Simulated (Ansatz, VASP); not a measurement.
## Two plane-wave programs on Au

The input POSCAR:

```
Au
1.0
   -1.6234376908      1.6234376908      1.6234376908
    1.6234376908     -1.6234376908      1.6234376908
    1.6234376908      1.6234376908     -1.6234376908
Au
1
Direct
    0.0000000000      0.0000000000      0.0000000000
```

The input INCAR.step1:

```
ALGO = Normal
EDIFF = 1E-4
ENCUT = 520
GGA = PE
ISMEAR = -1
LASPH = True
LCHARG = False
LREAL = False
LWAVE = True
NBANDS = 12
NELM = 60
PREC = Accurate
SIGMA = 0.05
```

INCAR.step2

```
ALGO = Normal
EDIFF = 1E-7
ENCUT = 520
ISIF = 2
ISMEAR = -1
ISTART = 1
LASPH = True
LCHARG = True
LELF = True
LMIXTAU = True
LREAL = False
LVHAR = True
LWAVE = False
METAGGA = R2SCAN
NBANDS = 12
NELM = 60
PREC = Accurate
SIGMA = 0.05
```

The input KPOINTS:

```
k-points
0
Gamma
  11 11 11
```

Contents of input.yaml:

```yaml
crystal:
  lattice:
    - [-1.6234376908, 1.6234376908, 1.6234376908]
    - [1.6234376908, -1.6234376908, 1.6234376908]
    - [1.6234376908, 1.6234376908, -1.6234376908]
  atoms:
    - { symbol: Au, position: [0.0, 0.0, 0.0] }
hamiltonian:
  xc: r2scan
  pseudopotentials: { kind: paw }
kpoints:
  mp_grid: { grid: [11, 11, 11] }
scf:
  occupations: { method: fermi_dirac, width: 0.05 }
output:
  forces: true
  stress: true
  eigenvalues: true
```

Alike in both runs: task single point; functional r2SCAN; k mesh 11 × 11 × 11; occupations fermi-dirac, width 0.05 eV; no spin polarisation.

|  | VASP | Ansatz |
| --- | --- | --- |
| version | VASP 6.6.1 | Ansatz 0.2.0 |
| potentials or method | VASP PAW PBE potentials, release 64 (Au) | Ansatz PAW |
| plane-wave cutoff (eV) | 520 | 500 |
| valence electrons in the cell | 11 | 19 |

```tsv
	VASP	Ansatz	Ansatz less VASP
gap on the k mesh at the Fermi level (eV)	none	none	-
pressure (GPa)	5.4	5.1	-0.34
```

VASP's potentials were made for PBE, not for r2SCAN. A gap of «none» marks a metal or a gap that the smearing closes. VASP's potentials hold 11 valence electrons a cell and Ansatz's 19, so a difference there can come from the potentials and not from the codes.

Spin-orbit coupling is off throughout.
